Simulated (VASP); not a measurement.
CrCN: single point with PBE

CrCN:

```
CELL_PARAMETERS angstrom
3.21797 0.00000 0.00000
-1.60899 2.78684 0.00000
0.00000 0.00000 2.90130
ATOMIC_POSITIONS crystal
Cr 0.33333 0.66667 0.50000
C 0.66667 0.33333 0.50000
N 0.00000 0.00000 0.00000
```

* Program: VASP 6.6.1
* Task: single point
* Functional: PBE
* Potentials or basis: VASP PAW PBE potentials, release 64 (Cr_pv, C, N)
* Cutoff: 520 eV
* k mesh: 18 × 18 × 16
* Occupations: gaussian, width 0.1 eV
* Spin: collinear spin, ferromagnetic start
* Starting moments: [0.53, 0.0, 0.0] μB

```
Pressure                                              : -0.5 GPa
Net moment                                            : -0.02 μB per cell
Valence electrons inside the program's atomic spheres : Cr 11.17; C 2.39; N 3.46
```

Levels at points of the mesh, in eV from the Fermi level:
Spin up:
| k point | band 8 | band 9 | band 10 | band 11 | band 12 | band 13 | band 14 | band 15 |
| --- | --- | --- | --- | --- | --- | --- | --- | --- |
| (0.00, 0.00, 0.00) | -2.72 | -1.07 | -0.08 | -0.08 | 0.32 | 0.32 | 3.78 | 6.18 |
| (0.50, 0.00, 0.00) | -3.27 | -2.39 | -1.35 | 0.13 | 0.76 | 0.95 | 3.55 | 4.10 |
| (0.00, 0.00, 0.50) | -2.42 | -2.42 | -0.92 | -0.28 | 0.85 | 0.85 | 1.83 | 6.72 |
| (0.50, 0.00, 0.50) | -3.72 | -2.05 | -0.87 | 0.30 | 2.24 | 2.27 | 2.60 | 3.20 |
Spin down:
| k point | band 7 | band 8 | band 9 | band 10 | band 11 | band 12 | band 13 | band 14 | band 15 | band 16 |
| --- | --- | --- | --- | --- | --- | --- | --- | --- | --- | --- |
| (0.00, 0.00, 0.00) | -5.48 | -2.73 | -1.09 | -0.08 | -0.08 | 0.30 | 0.30 | 3.77 | 6.18 | 6.18 |
| (0.50, 0.00, 0.00) | -3.88 | -3.28 | -2.40 | -1.36 | 0.11 | 0.75 | 0.94 | 3.54 | 4.09 | 4.81 |
| (0.00, 0.00, 0.50) | -4.31 | -2.43 | -2.43 | -0.93 | -0.28 | 0.84 | 0.84 | 1.81 | 6.71 | 6.71 |
| (0.50, 0.00, 0.50) | -6.29 | -3.72 | -2.05 | -0.88 | 0.29 | 2.24 | 2.26 | 2.59 | 3.19 | 4.02 |

It took 2.7 min on 1 thread of AMD EPYC 9R45 96-Core Processor (Zen 5), on a shared host, peak memory 0.35 GiB.

With open d or f shells a metallic result of PBE can be an artefact of self-interaction; +U or a hybrid may open a gap.
